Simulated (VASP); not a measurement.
# HfN in VASP: notebook

HfN is run at these levels: PBE, LDA, LDA+U; tasks: single point.

Program: VASP 6.6.1. These are calculated values, not measurements. Logs are shortened: lines on timing, memory, paths and dates and some standing lists are left out, and cuts for length are marked.

**1. The cell of the first run**

The structure is cubic, space group F-43m (No. 216). Conventional cell: a = 5.006 Å, b = 5.006 Å, c = 5.006 Å, α = 90.00°, β = 90.00°, γ = 90.00°. Within 2.9 Å of Hf (site symmetry -43m) lie 4 N at 2.17 Å. N (site symmetry -43m) has 4 Hf at 2.17 Å within 2.9 Å.

**2. Single point, PBE**

The input, INCAR:

```
PREC = Accurate ; ENCUT = 520
EDIFF = 1E-6 ; ISMEAR = -1
SIGMA = 0.05 ; LREAL = False
LASPH = True ; NELM = 100
ALGO = Normal ; ISIF = 2
LWAVE = False ; LCHARG = True
GGA = PE ; LELF = True
LVHAR = True ; NBANDS = 14
```

The input, KPOINTS:

```
Automatic mesh
0
Gamma
  9 9 9
```

The input, POSCAR:

```
HfN
1.0
    0.0000000000      2.5029679880      2.5029679880
    2.5029679880      0.0000000000      2.5029679880
    2.5029679880      2.5029679880      0.0000000000
Hf N
1 1
Direct
    0.0000000000      0.0000000000      0.0000000000
    0.2500000000      0.2500000000      0.2500000000
```

Potentials or basis: VASP PAW PBE potentials, release 64 (Hf_pv, N).

Command:

```bash
cat potpaw_PBE.64/Hf_pv/POTCAR potpaw_PBE.64/N/POTCAR > POTCAR
mpirun -np 1 vasp_std > vasp.out
```

OUTCAR:

```text
PREC = Accurate
   ENCUT = 520
   EDIFF = 1E-6
   ISMEAR = -1
   LREAL = False
   LASPH = True
   NELM = 100
   ISIF = 2
   GGA = PE

 ion  position               nearest neighbor table
   1  0.000  0.000  0.000-   2 2.17   2 2.17   2 2.17   2 2.17
   2  0.250  0.250  0.250-   1 2.17   1 2.17   1 2.17   1 2.17

  LATTYP: Found a face centered cubic cell.
 ALAT       =     5.0059359760

  Lattice vectors:

 A1 = (   0.0000000000,   2.5029679880,   2.5029679880)
 A2 = (   2.5029679880,   0.0000000000,   2.5029679880)
 A3 = (   2.5029679880,   2.5029679880,   0.0000000000)

Analysis of symmetry for initial positions (statically):
=====================================================================
 Subroutine PRICEL returns:
 Original cell was already a primitive cell.

 Routine SETGRP: Setting up the symmetry group for a
 face centered cubic supercell.

 Subroutine GETGRP returns: Found 24 space group operations
 (whereof 24 operations were pure point group operations)
 out of a pool of 48 trial point group operations.

The static configuration has the point symmetry T_d .

Analysis of symmetry for dynamics (positions and initial velocities):
=====================================================================
 Subroutine PRICEL returns:
 Original cell was already a primitive cell.

 Routine SETGRP: Setting up the symmetry group for a
 face centered cubic supercell.

 Subroutine GETGRP returns: Found 24 space group operations
 (whereof 24 operations were pure point group operations)
 out of a pool of 48 trial point group operations.

The dynamic configuration has the point symmetry T_d .

 Subroutine INISYM returns: Found 24 space group operations
 (whereof 24 operations are pure point group operations),
 and found     1 'primitive' translations

----------------------------------------------------------------------------------------

                                     Primitive cell

  volume of cell :      31.3614

  direct lattice vectors                    reciprocal lattice vectors
     0.000000000  2.502967988  2.502967988    -0.199762843  0.199762843  0.199762843
     2.502967988  0.000000000  2.502967988     0.199762843 -0.199762843  0.199762843
     2.502967988  2.502967988  0.000000000     0.199762843  0.199762843 -0.199762843

  length of vectors
     3.539731275  3.539731275  3.539731275     0.345999393  0.345999393  0.345999393

  position of ions in fractional coordinates (direct lattice)
     0.000000000  0.000000000  0.000000000
     0.250000000  0.250000000  0.250000000

  ion indices of the primitive-cell ions
   primitive index   ion index
                 1           1
                 2           2

----------------------------------------------------------------------------------------

 KPOINTS: Automatic mesh

Automatic generation of k-mesh.
 Grid dimensions read from file:
 generate k-points for:    9    9    9

 Generating k-lattice:

  Cartesian coordinates                     Fractional coordinates (reciprocal lattice)
    -0.022195871  0.022195871  0.022195871     0.111111111  0.000000000  0.000000000
     0.022195871 -0.022195871  0.022195871     0.000000000  0.111111111  0.000000000
     0.022195871  0.022195871 -0.022195871     0.000000000  0.000000000  0.111111111

  Length of vectors
     0.038444377  0.038444377  0.038444377

  Shift w.r.t. Gamma in fractional coordinates (k-lattice)
     0.000000000  0.000000000  0.000000000

 Subroutine IBZKPT returns following result:
 ===========================================

 Found     35 irreducible k-points:

 Following reciprocal coordinates:
            Coordinates               Weight
  0.000000  0.000000  0.000000      1.000000
  0.111111  0.000000  0.000000      8.000000
  0.222222  0.000000  0.000000      8.000000
  0.333333  0.000000  0.000000      8.000000
  0.444444  0.000000  0.000000      8.000000
  0.111111  0.111111  0.000000      6.000000
[... 16 lines left out ...]
 -0.333333  0.333333  0.000000     12.000000
  0.444444  0.444444  0.000000      6.000000
 [... further k-points ...]
   k-points           NKPTS =     35   k-points in BZ     NKDIM =     35   number of bands    NBANDS=     14
   number of dos      NEDOS =    301   number of ions     NIONS =      2
   total plane-waves  NPLWV =  21952
   dimension x,y,z NGX =    28 NGY =   28 NGZ =   28
   dimension x,y,z NGXF=    56 NGYF=   56 NGZF=   56
   ions per type =               1   1
   NGX,Y,Z   is equivalent  to a cutoff of  13.15, 13.15, 13.15 a.u.
   NGXF,Y,Z  is equivalent  to a cutoff of  26.30, 26.30, 26.30 a.u.
 SYSTEM =  unknown system
   PREC   = accura    normal or accurate (medium, high low for compatibility)
   ISTART =      0    job   : 0-new  1-cont  2-samecut
   ICHARG =      2    charge: 1-file 2-atom 10-const
   ISPIN  =      1    spin polarized calculation?
   LNONCOLLINEAR =      F non collinear calculations
   LSORBIT =      F    spin-orbit coupling
   LASPH  =      T    aspherical Exc in radial PAW
   ENCUT  =  520.0 eV  38.22 Ry    6.18 a.u.   6.58  6.58  6.58*2*pi/ulx,y,z
   NELM   =    100;   NELMIN=  2; NELMDL= -5     # of ELM steps
   EDIFF  = 0.1E-05   stopping-criterion for ELM
   LREAL  =      F    real-space projection
   EDIFFG = 0.1E-04   stopping-criterion for IOM
   NSW    =      0    number of steps for IOM
   IBRION =     -1    ionic relax: 0-MD 1-quasi-New 2-CG
   NFREE  =      0    steps in history (QN), initial steepest desc. (CG)
   ISIF   =      2    stress and relaxation
   ISYM   =      2    0-nonsym 1-usesym 2-fastsym
   POTIM  = 0.5000    time-step for ionic-motion
   TEBEG  =    0.0;   TEEND  =   0.0 temperature during run
   PSTRESS=    0.0 pullay stress
   NELECT =      15.0000    total number of electrons
   NUPDOWN=      -1.0000    fix difference up-down
   EMIN   =  10.00;   EMAX   =-10.00  energy-range for DOS
   EFERMI =   0.00;   METHOD = LEGACY
   ISMEAR =    -1;   SIGMA  =   0.05  broadening in eV -4-tet -1-fermi 0-gaus
   EFERMI_NEDOS =   21; number of points for ismear=-14 and -15
   IALGO  =     38    algorithm
   IMIX   =      4    mixing-type and parameters
     AMIX     =   0.40;   BMIX     =  1.00
     AMIX_MAG =   1.60;   BMIX_MAG =  1.00
  volume/ion in A,a.u.               =      15.68       105.82
  Fermi-wavevector in a.u.,A,eV,Ry     =   1.280285  2.419388 22.301710  1.639129
  Thomas-Fermi vector in A             =   2.412722
   LORBIT       =      0    0 simple, 1 ext, 2 COOP (PROOUT), +10 PAW based schemes
   GGA     = PE    functional components
   LHFCALC =     F    Hartree Fock is set to
   AEXX    =    0.0000 exact exchange contribution
   IVDW    =     0    specifies the selected vdW correction
   LEPSILON=     F    determine dielectric tensor
   LRPA    =     F    only Hartree local field effects (RPA)
 non-spin polarized calculation
  energy-cutoff  :      520.00
  volume of cell :       31.36
 maximum number of plane-waves:       869
   NGX = 13   NGY = 13   NGZ = 13

 number of electron      14.9999998 magnetization

 Free energy of the ion-electron system (eV)
  ---------------------------------------------------
  ext. energy  EPLUGINS =         0.00000000
  ---------------------------------------------------
  free energy    TOTEN  =       -21.16182893 eV

  energy without entropy =      -21.15535301  energy(sigma->0) =      -21.15859097

 E-fermi :   5.3106     XC(G=0): -10.9478

 val. band max:        5.3094513183   @ k =  -0.2222   0.3333   0.1111
 cond. band min:       5.4629564375   @ k =   0.2222   0.2222   0.0000
 fundamental gap:      0.1535051192
 Fermi energy:         5.3105814712

 k-point     1 :       0.0000    0.0000    0.0000
  band No.  band energies     occupation
      1     -26.0061      2.00000
      2     -26.0061      2.00000
      3     -26.0061      2.00000
      4     -10.5436      2.00000
      5       0.1388      2.00000
      6       0.1388      2.00000
      7       0.1388      2.00000
      8       4.4669      2.00000
      9       7.4337      0.00000
     10       7.4337      0.00000
     11      11.5278      0.00000
     12      11.5278      0.00000
     13      11.5278      0.00000
     14      17.3525      0.00000

 k-point     2 :       0.1111    0.0000    0.0000
  band No.  band energies     occupation
      1     -26.0507      2.00000
      2     -26.0119      2.00000
      3     -26.0119      2.00000
      4     -10.4197      2.00000
      5      -0.1219      2.00000
      6       0.2189      2.00000
      7       0.2189      2.00000
      8       5.0988      1.97147
      9       7.2637      0.00000
     10       7.2637      0.00000
     11      11.2219      0.00000
     12      11.7413      0.00000
     13      11.7413      0.00000
     14      16.4155      0.00000

 k-point     3 :       0.2222    0.0000    0.0000
  band No.  band energies     occupation
      1     -26.1614      2.00000
      2     -26.0266      2.00000
      3     -26.0266      2.00000
      4     -10.1171      2.00000
      5      -0.4672      2.00000
      6       0.4059      2.00000
      7       0.4059      2.00000
      8       6.3539      0.00000
      9       7.0738      0.00000
     10       7.0738      0.00000
     11      10.6187      0.00000
     12      11.8523      0.00000
     13      11.8523      0.00000
     14      14.1179      0.00000
[... 324 lines left out ...]
 k-point    23 :      -0.3333    0.3333    0.0000
  band No.  band energies     occupation
      1     -26.2976      2.00000
      2     -26.2113      2.00000
      3     -26.0901      2.00000
      4      -9.3303      2.00000
      5      -0.2097      2.00000
      6       0.7063      2.00000
      7       1.2609      2.00000
      8       4.6184      2.00000
      9       7.3442      0.00000
     10       7.6516      0.00000
     11      10.8051      0.00000
     12      11.0443      0.00000
     13      13.1448      0.00000
     14      14.7204      0.00000

 k-point    24 :       0.4444    0.4444    0.0000
  band No.  band energies     occupation
      1     -26.3600      2.00000
      2     -26.1269      2.00000
      3     -26.1269      2.00000
      4      -9.2949      2.00000
      5      -1.2443      2.00000
      6       1.7204      2.00000
      7       1.7204      2.00000
      8       4.2386      2.00000
      9       7.5326      0.00000
     10       9.0055      0.00000
     11       9.7808      0.00000
     12       9.7808      0.00000
     13      13.5814      0.00000
     14      16.2998      0.00000

 [... further k-points ...]
[... 5 lines left out ...]
  --------------------------------------------------------------------------------------
  -------------------------------------------------------------------------------------
  Total       -2.0163705     -2.0163705     -2.0163705     -0.0000000      0.0000000     -0.0000000
  in kB     -103.0113421   -103.0113421   -103.0113421     -0.0000000      0.0000000     -0.0000000
  external PRESSURE =    -103.0113421 kB  Pullay stress =       0.0000000 kB

 VOLUME and BASIS-vectors are now :
 -----------------------------------------------------------------------------
  energy-cutoff  :      520.00
  volume of cell :       31.36
      direct lattice vectors                 reciprocal lattice vectors
     0.000000000  2.502967988  2.502967988    -0.199762843  0.199762843  0.199762843
     2.502967988  0.000000000  2.502967988     0.199762843 -0.199762843  0.199762843
     2.502967988  2.502967988  0.000000000     0.199762843  0.199762843 -0.199762843

 POSITION                                       TOTAL-FORCE (eV/Angst)
 -----------------------------------------------------------------------------------
      0.00000      0.00000      0.00000        -0.000000     -0.000000     -0.000000
      1.25148      1.25148      1.25148         0.000000      0.000000      0.000000
 -----------------------------------------------------------------------------------
    total drift:                               -0.000000     -0.000000     -0.000000

  FREE ENERGIE OF THE ION-ELECTRON SYSTEM (eV)
  ---------------------------------------------------
  free  energy   TOTEN  =       -21.1618289276 eV

  energy  without entropy=      -21.1553530069  energy(sigma->0) =      -21.15859097
```

Run time: 12 s. Hardware: 1 thread of Intel Xeon 6975P-C, shared host; peak memory 0.16 GiB.

What came out:

- Free energy: -21.1618 eV
- Pressure: -10.3 GPa

Levels at points of the mesh, in eV from the Fermi level:
| k point | band 6 | band 7 | band 8 | band 9 | band 10 | band 11 |
| --- | --- | --- | --- | --- | --- | --- |
| (0.00, 0.00, 0.00) | -5.17 | -5.17 | -0.84 | 2.12 | 2.12 | 6.22 |

Caveat: spin-orbit coupling is left out, which moves the levels of the heavy elements.

(Part 1 of 2 ends here.)
